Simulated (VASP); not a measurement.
# Ca (Fm-3m) in VASP: settings compared

The runs below take Ca through electric field gradients, with LDA, r2SCAN.

Program: VASP 6.6.1. These are calculated values, not measurements. Logs are shortened: lines on timing, memory, paths and dates and some standing lists are left out, and cuts for length are marked.

**1. The cell of the first run**

Symmetry: Fm-3m, No. 225, cubic system. Conventional cell: a = 5.588 Å, b = 5.588 Å, c = 5.588 Å, α = 90.00°, β = 90.00°, γ = 90.00°. Ca (site symmetry m-3m) has 12 Ca at 3.95 Å within 5.2 Å.

**2. Electric field gradients, LDA**

The input, INCAR:

```
  PREC = Accurate
  ENCUT = 400
  EDIFF = 1E-8
  ISMEAR = -1
  SIGMA = 0.05
  LREAL = F
  LASPH = T
  NELM = 120
  ALGO = Normal
  ISIF = 2
  LWAVE = F
  LCHARG = F
  LEFG = T
  NBANDS = 11
  GGA_COMPAT = F
```

The input, KPOINTS:

```
Automatic mesh
0
Gamma
  11 11 11
```

The input, POSCAR:

```
Ca
1.0
    0.0000000000      2.7942000000      2.7942000000
    2.7942000000      0.0000000000      2.7942000000
    2.7942000000      2.7942000000      0.0000000000
Ca
1
Direct
    0.0000000000      0.0000000000      0.0000000000
```

Potentials or basis: VASP PAW LDA potentials, release 64 (Ca_sv).

On the command line:

```
$ cat potpaw_LDA.64/Ca_sv/POTCAR > POTCAR
$ mpirun -np 1 vasp_std > vasp.out
```

OUTCAR:

```text
PREC = Accurate
   ENCUT = 400
   EDIFF = 1E-8
   ISMEAR = -1
   LREAL = F
   LASPH = T
   NELM = 120
   ISIF = 2

 ion  position               nearest neighbor table
   1  0.000  0.000  0.000-

  LATTYP: Found a face centered cubic cell.
 ALAT       =     5.5884000000

  Lattice vectors:

 A1 = (   0.0000000000,   2.7942000000,   2.7942000000)
 A2 = (   2.7942000000,   0.0000000000,   2.7942000000)
 A3 = (   2.7942000000,   2.7942000000,   0.0000000000)

Analysis of symmetry for initial positions (statically):
=====================================================================
 Subroutine PRICEL returns:
 Original cell was already a primitive cell.

 Routine SETGRP: Setting up the symmetry group for a
 face centered cubic supercell.

 Subroutine GETGRP returns: Found 48 space group operations
 (whereof 48 operations were pure point group operations)
 out of a pool of 48 trial point group operations.

The static configuration has the point symmetry O_h .

Analysis of symmetry for dynamics (positions and initial velocities):
=====================================================================
 Subroutine PRICEL returns:
 Original cell was already a primitive cell.

 Routine SETGRP: Setting up the symmetry group for a
 face centered cubic supercell.

 Subroutine GETGRP returns: Found 48 space group operations
 (whereof 48 operations were pure point group operations)
 out of a pool of 48 trial point group operations.

The dynamic configuration has the point symmetry O_h .

 Subroutine INISYM returns: Found 48 space group operations
 (whereof 48 operations are pure point group operations),
 and found     1 'primitive' translations

----------------------------------------------------------------------------------------

                                     Primitive cell

  volume of cell :      43.6317

  direct lattice vectors                    reciprocal lattice vectors
     0.000000000  2.794200000  2.794200000    -0.178942094  0.178942094  0.178942094
     2.794200000  0.000000000  2.794200000     0.178942094 -0.178942094  0.178942094
     2.794200000  2.794200000  0.000000000     0.178942094  0.178942094 -0.178942094

  length of vectors
     3.951595536  3.951595536  3.951595536     0.309936799  0.309936799  0.309936799

[... 122 lines left out ...]
  free energy    TOTEN  =        -2.17215183 eV

  energy without entropy =       -2.16079596  energy(sigma->0) =       -2.16647390

 E-fermi :   1.6563     XC(G=0):  -7.8571

 val. band max:        1.5970269032   @ k =  -0.4545   0.1818   0.0000
 cond. band min:       1.6707026233   @ k =  -0.3636   0.3636   0.0909
 fundamental gap:      0.0736757201
 Fermi energy:         1.6562510132

 k-point     1 :       0.0000    0.0000    0.0000
  band No.  band energies     occupation
      1     -39.9904      2.00000
      2     -21.2030      2.00000
      3     -21.2030      2.00000
      4     -21.2030      2.00000
      5      -2.3058      2.00000
      6       3.8196      0.00000
      7       3.8196      0.00000
      8       3.8196      0.00000
      9       4.8405      0.00000
     10       4.8405      0.00000
     11      10.7215      0.00000
[... 309 lines left out ...]
 k-point    24 :      -0.1818    0.1818    0.0000
  band No.  band energies     occupation
      1     -39.9821      2.00000
      2     -21.2731      2.00000
      3     -21.2327      2.00000
      4     -21.2121      2.00000
      5      -0.9202      2.00000
      6       2.8874      0.00000
      7       3.6032      0.00000
      8       4.3095      0.00000
      9       4.3629      0.00000
     10       5.3087      0.00000
     11       8.8342      0.00000

 [... further k-points ...]

------------------------ aborting loop because EDIFF is reached ----------------------------------------

  FORCE on cell =-STRESS in cart. coord.  units (eV):
  Direction    XX          YY          ZZ          XY          YZ          ZX
  --------------------------------------------------------------------------------------
  -------------------------------------------------------------------------------------
  Total       -0.5825312     -0.5825312     -0.5825312      0.0000000     -0.0000000      0.0000000
  in kB      -21.3908140    -21.3908140    -21.3908140      0.0000000     -0.0000000      0.0000000
  external PRESSURE =     -21.3908140 kB  Pullay stress =       0.0000000 kB

 VOLUME and BASIS-vectors are now :
 -----------------------------------------------------------------------------
  energy-cutoff  :      400.00
  volume of cell :       43.63
      direct lattice vectors                 reciprocal lattice vectors
     0.000000000  2.794200000  2.794200000    -0.178942094  0.178942094  0.178942094
     2.794200000  0.000000000  2.794200000     0.178942094 -0.178942094  0.178942094
     2.794200000  2.794200000  0.000000000     0.178942094  0.178942094 -0.178942094

 POSITION                                       TOTAL-FORCE (eV/Angst)
 -----------------------------------------------------------------------------------
      0.00000      0.00000      0.00000         0.000000      0.000000      0.000000
 -----------------------------------------------------------------------------------
    total drift:                               -0.000000     -0.000000     -0.000000

  FREE ENERGIE OF THE ION-ELECTRON SYSTEM (eV)
  ---------------------------------------------------
  free  energy   TOTEN  =        -2.1721518347 eV

  energy  without entropy=       -2.1607959614  energy(sigma->0) =       -2.16647390

 Electric field gradients (V/A^2)
---------------------------------------------------------------------
 ion       V_xx      V_yy      V_zz      V_xy      V_xz      V_yz
---------------------------------------------------------------------
   1      -0.000    -0.000     0.000    -0.001    -0.001    -0.001
---------------------------------------------------------------------

 Electric field gradients after diagonalization (V/A^2)
 (convention: |V_zz| > |V_xx| > |V_yy|)
----------------------------------------------------------------------
 ion       V_xx      V_yy      V_zz     asymmetry (V_yy - V_xx)/ V_zz
----------------------------------------------------------------------
   1       0.001     0.001    -0.001       0.000
----------------------------------------------------------------------

           NMR quadrupolar parameters

 Cq : quadrupolar parameter    Cq=e*Q*V_zz/h
 eta: asymmetry parameters     (V_yy - V_xx)/ V_zz
 Q  : nuclear electric quadrupole moment in mb (millibarn)
----------------------------------------------------------------------
 ion       Cq(MHz)       eta       Q (mb)
----------------------------------------------------------------------
   1      -0.000       0.000       1.000
----------------------------------------------------------------------
```

stdout:

```text
POSCAR found type information on POSCAR Ca
 POSCAR found :  1 types and       1 ions
 scaLAPACK will be used
 LDA part: xc-table for (Slater(with rela. corr.)+CA(PZ))
 , standard interpolation
 POSCAR, INCAR and KPOINTS ok, starting setup
 FFT: planning ... GRIDC
 FFT: planning ... GRID_SOFT
 FFT: planning ... GRID
 WAVECAR not read
 entering main loop
ion   1
```

It took 36 s on 1 thread of AMD EPYC 7R43 (Zen 3), shared host; peak memory 0.11 GiB.

What came out:

```yaml
Free_energy: -2.1722 eV
Pressure: -2.1 GPa
Band_gap_on_the_k_mesh: zero (bands 5 and 6 overlap by 0.24 eV)
Largest_electric_field_gradient_by_atom: zero within the noise of the run
```

**3. Electric field gradients, r2SCAN**

POSCAR is that of step 2.

The input, INCAR.step1:

```
PREC = Accurate ; ENCUT = 520
ISMEAR = -1 ; SIGMA = 0.05
LREAL = False ; LASPH = True
NELM = 60 ; NBANDS = 11
GGA = PE ; ALGO = Normal
EDIFF = 1E-4 ; LWAVE = True
LCHARG = False
```

The input, INCAR.step2:

```
PREC = Accurate ; ENCUT = 520
EDIFF = 1E-8 ; ISMEAR = -1
SIGMA = 0.05 ; LREAL = False
LASPH = True ; NELM = 60
ALGO = Normal ; ISIF = 2
LWAVE = False ; LCHARG = False
METAGGA = R2SCAN ; LMIXTAU = True
LEFG = True ; NBANDS = 11
ISTART = 1
```

KPOINTS is that of step 2.

Potentials or basis: VASP PAW PBE potentials, release 64 (Ca_sv).

On the command line:

```
$ cat potpaw_PBE.64/Ca_sv/POTCAR > POTCAR
$ cp INCAR.step1 INCAR
$ mpirun -np 1 vasp_std > vasp.out
$ cp INCAR.step2 INCAR
$ mpirun -np 1 vasp_std > vasp.out
```

OUTCAR:

```text
PREC = Accurate
   ENCUT = 520
   EDIFF = 1E-8
   ISMEAR = -1
   LREAL = False
   LASPH = True
   NELM = 60
   ISIF = 2
   METAGGA = R2SCAN
   ISTART = 1

 ion  position               nearest neighbor table
   1  0.000  0.000  0.000-

  LATTYP: Found a face centered cubic cell.
 ALAT       =     5.5884000000

  Lattice vectors:

 A1 = (   0.0000000000,   2.7942000000,   2.7942000000)
[... 543 lines left out ...]
    total drift:                               -0.000000     -0.000000      0.000000

  FREE ENERGIE OF THE ION-ELECTRON SYSTEM (eV)
  ---------------------------------------------------
  free  energy   TOTEN  =        -7.0366477571 eV

  energy  without entropy=       -7.0260094341  energy(sigma->0) =       -7.03132860

 Electric field gradients (V/A^2)
---------------------------------------------------------------------
 ion       V_xx      V_yy      V_zz      V_xy      V_xz      V_yz
---------------------------------------------------------------------
   1       0.000     0.000    -0.000     0.000     0.000     0.000
---------------------------------------------------------------------

 Electric field gradients after diagonalization (V/A^2)
 (convention: |V_zz| > |V_xx| > |V_yy|)
----------------------------------------------------------------------
 ion       V_xx      V_yy      V_zz     asymmetry (V_yy - V_xx)/ V_zz
----------------------------------------------------------------------
   1      -0.000    -0.000     0.001       0.000
----------------------------------------------------------------------

           NMR quadrupolar parameters

 Cq : quadrupolar parameter    Cq=e*Q*V_zz/h
 eta: asymmetry parameters     (V_yy - V_xx)/ V_zz
 Q  : nuclear electric quadrupole moment in mb (millibarn)
----------------------------------------------------------------------
 ion       Cq(MHz)       eta       Q (mb)
----------------------------------------------------------------------
   1       0.000       0.000       1.000
----------------------------------------------------------------------
```

OUTCAR.step1:

```text
PREC = Accurate
   ENCUT = 520
   ISMEAR = -1
   LREAL = False
   LASPH = True
   NELM = 60
[... 553 lines left out ...]
 POSITION                                       TOTAL-FORCE (eV/Angst)
 -----------------------------------------------------------------------------------
      0.00000      0.00000      0.00000        -0.000000     -0.000000     -0.000000
 -----------------------------------------------------------------------------------
    total drift:                               -0.000000     -0.000000      0.000000

  FREE ENERGIE OF THE ION-ELECTRON SYSTEM (eV)
  ---------------------------------------------------
  free  energy   TOTEN  =        -1.9333249704 eV

  energy  without entropy=       -1.9221735203  energy(sigma->0) =       -1.92774925
```

Run time: 1.7 min. Hardware: 1 thread of Intel Xeon Platinum 8488C (Sapphire Rapids), shared host; peak memory 0.18 GiB.

Results:

```
Free energy                             : -7.0366 eV
Pressure                                : -0.2 GPa
Band gap on the k mesh                  : zero (bands 5 and 6 overlap by 0.44 eV)
Largest electric field gradient by atom : zero within the noise of the run
```

Levels at points of the mesh, in eV from the Fermi level:
```tsv
k point	band 2	band 3	band 4	band 5	band 6	band 7	band 8	band 9
(0.00, 0.00, 0.00)	-23.89	-23.89	-23.89	-4.23	2.66	2.66	2.66	3.75
```

Caveat: the PAW data sets were made with another functional, which shifts forces and pressure a little.
